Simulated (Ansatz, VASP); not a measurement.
# One calculation of Al2O3, two programs

```
Al O
1.0
     2.52154    1.45581    3.97580
    -2.52154    1.45581    3.97580
     0.00000   -2.91162    3.97580
Al O
4 6
Direct
  0.85213 0.85213 0.85213
  0.64787 0.64787 0.64787
  0.14787 0.14787 0.14787
  0.35213 0.35213 0.35213
  0.05616 0.44384 0.75000
  0.75000 0.05616 0.44384
  0.44384 0.75000 0.05616
  0.94384 0.55616 0.25000
  0.25000 0.94384 0.55616
  0.55616 0.25000 0.94384
```

Alike in both runs: task single point; functional PBE; k mesh 6 × 6 × 6; occupations gaussian, width 0.05 eV; no spin polarisation.

|  | VASP | Ansatz |
| --- | --- | --- |
| version | VASP 6.6.1 | Ansatz 0.2.0 |
| potentials or method | VASP PAW PBE potentials, release 64 (Al, O), cutoff 520 eV | scalar-relativistic, plane waves, PAW |
| valence electrons in the cell | 48 | 48 |

|  | VASP | Ansatz | Ansatz less VASP |
| --- | --- | --- | --- |
| gap on the k mesh at the Fermi level (eV) | 4.49 | 4.50 | +0.011 |
| least direct gap on the mesh (eV) | 4.49 | 4.50 | +0.011 |
| pressure (GPa) | -0.3 | -0.3 | +0.03 |
| traceless stress, the component that is largest in VASP (GPa) | 35.15 | 35.14 | -0.013 |
| rms of the force components (eV/Å) | 0.504 | 0.501 | -0.0039 |

Atom by atom the forces differ by 0.007 eV/Å (rms over components). The functional is the same, so the differences come from potentials, cutoffs and numerics.
